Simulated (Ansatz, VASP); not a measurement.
One calculation of SrC2N2O2, two programs

```
CELL_PARAMETERS angstrom
5.93100 3.42426 4.23267
-5.93100 3.42426 4.23267
0.00000 -6.84853 4.23267
ATOMIC_POSITIONS crystal
Sr 0.62560 0.26387 0.97229
Sr 0.97229 0.62560 0.26387
Sr 0.26387 0.97229 0.62560
Sr 0.47229 0.76387 0.12560
Sr 0.76387 0.12560 0.47229
Sr 0.12560 0.47229 0.76387
C 0.74003 0.66382 0.88421
C 0.88421 0.74003 0.66382
C 0.66382 0.88421 0.74003
C 0.38421 0.16382 0.24003
C 0.16382 0.24003 0.38421
C 0.24003 0.38421 0.16382
C 0.45986 0.41832 0.63012
C 0.63012 0.45986 0.41832
C 0.41832 0.63012 0.45986
C 0.13012 0.91832 0.95986
C 0.91832 0.95986 0.13012
C 0.95986 0.13012 0.91832
N 0.54921 0.59124 0.37262
N 0.37262 0.54921 0.59124
N 0.59124 0.37262 0.54921
N 0.87262 0.09124 0.04921
N 0.09124 0.04921 0.87262
N 0.04921 0.87262 0.09124
N 0.86375 0.63587 0.78553
N 0.78553 0.86375 0.63587
N 0.63587 0.78553 0.86375
N 0.28553 0.13587 0.36375
N 0.13587 0.36375 0.28553
N 0.36375 0.28553 0.13587
O 0.40914 0.33331 0.74853
O 0.74853 0.40914 0.33331
O 0.33331 0.74853 0.40914
O 0.24853 0.83331 0.90914
O 0.83331 0.90914 0.24853
O 0.90914 0.24853 0.83331
O 0.00893 0.71924 0.57424
O 0.57424 0.00893 0.71924
O 0.71924 0.57424 0.00893
O 0.07424 0.21924 0.50893
O 0.21924 0.50893 0.07424
O 0.50893 0.07424 0.21924
```

Alike in both runs: functional PBE; k mesh 3 × 3 × 3; occupations fermi-dirac, width 0.02 eV; no spin polarisation.

Ansatz relaxed the structure, and its values are those at the end. VASP's run is a single point on that final structure, the one shown.

|  | VASP | Ansatz |
| --- | --- | --- |
| version | VASP 6.6.1 | Ansatz 0.2.0 |
| potentials or method | VASP PAW PBE potentials, release 64 (Sr_sv, C_h, N_h, O_h) | plane-wave PAW, scalar-relativistic |
| plane-wave cutoff (eV) | 910 | 420 |
| valence electrons in the cell | 240 | 240 |

Ansatz gave:

| Quantity | Value |
| --- | --- |
| gap on the k mesh at the Fermi level (eV) | 4.08 |
| rms of the force components (eV/Å) | 0.005 |

Q: Estimate VASP's values.

A: gap on the k mesh at the Fermi level (eV): 4.08; rms of the force components (eV/Å): 0.009.

The functional is the same, so the differences come from potentials, cutoffs and numerics. Ansatz's warnings: stress scf threshold loose.

Noted on VASP's run: the cutoff is short for stress, so the pressure is rough.
